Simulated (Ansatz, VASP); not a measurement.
Ge in VASP and in Ansatz

```
Ge
1.0
     3.03673    0.00000    0.00000
    -1.51836    2.62988    0.00000
     0.00000    0.00000    9.95568
Ge
4
Direct
  0.00000 0.00000 0.00000
  0.00000 0.00000 0.50000
  0.33333 0.66667 0.25000
  0.66667 0.33333 0.75000
```

Alike in both runs: functional revPBE; k mesh 12 × 12 × 4; occupations fermi-dirac, width 0.1 eV; no spin polarisation.

Ansatz relaxed the structure, and its values are those at the end. VASP's run is a single point on that final structure, the one shown.

```csv
,VASP,Ansatz
version,VASP 6.6.1,Ansatz 0.2.0
potentials or method,"VASP PAW PBE potentials, release 64 (Ge_d), cutoff 520 eV","plane waves (420 eV) with PAW, scalar-relativistic"
valence electrons in the cell,56,56
```

|  | VASP | Ansatz | Ansatz less VASP |
| --- | --- | --- | --- |
| pressure (GPa) | 0.0 | 0.0 | 0.00 |

VASP's potentials were made for PBE, not for revPBE.
